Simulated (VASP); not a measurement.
Set up this calculation in VASP 6.6.1, as the native input.

```yaml
Task: single point
Functional: PBE
Potentials_or_basis: VASP PAW PBE potentials, release 64 (Hf_pv)
Cutoff: 500 eV
k_mesh: 12 × 12 × 12
Occupations: gaussian, width 0.0388 eV
Spin: no spin polarisation
Dipole_correction: no
Further_INCAR_settings: ALGO = Normal; EDIFF = 1e-06; NBANDS = 11
```

The structure of Hf lies in POSCAR:

```
Hf
1.0
    0.0000000000      2.3848280000      2.3848280000
    2.3848280000      0.0000000000      2.3848280000
    2.3848280000      2.3848280000      0.0000000000
Hf
1
Direct
    0.0000000000      0.0000000000      0.0000000000
```

This isn't the form of Hf at room conditions, which is hcp.

One way to write it, as run:

INCAR

```
SYSTEM = Hf
ALGO     = Normal         ! electronic algorithm
EDIFF    = 1E-6           ! SCF threshold, eV
ENCUT    = 500            ! plane-wave cutoff, eV
GGA      = PE             ! functional
GGA_COMPAT= .FALSE.      
ISIF     = 2              ! what is computed and relaxed
ISMEAR   = 0              ! smearing method
LASPH    = .TRUE.         ! aspherical terms in the spheres
LCHARG   = .FALSE.        ! write CHGCAR
LREAL    = .FALSE.        ! projectors in reciprocal space
LWAVE    = .FALSE.        ! write WAVECAR
NBANDS   = 11             ! bands
NELM     = 120            ! most SCF steps
PREC     = Accurate       ! precision mode
SIGMA    = 0.0388         ! smearing width, eV
```

KPOINTS

```
k-points
0
G
  12 12 12
  0 0 0
```

Potentials or basis: VASP PAW PBE potentials, release 64 (Hf_pv).

Launch:

```bash
$ cat potpaw_PBE.64/Hf_pv/POTCAR > POTCAR
$ mpirun -np 1 vasp_std > vasp.out
```

Results of the run:

```
Pressure               : -14.1 GPa
Band gap on the k mesh : zero (bands 5 and 6 overlap by 1.61 eV)
```

Caveat: the cell stands under tension; spin-orbit coupling is left out, which moves the levels of the heavy elements.

Run time: 9.7 s on 1 thread of AMD EPYC 9R45 96-Core Processor (Zen 5) (shared host), peak memory 0.13 GiB.
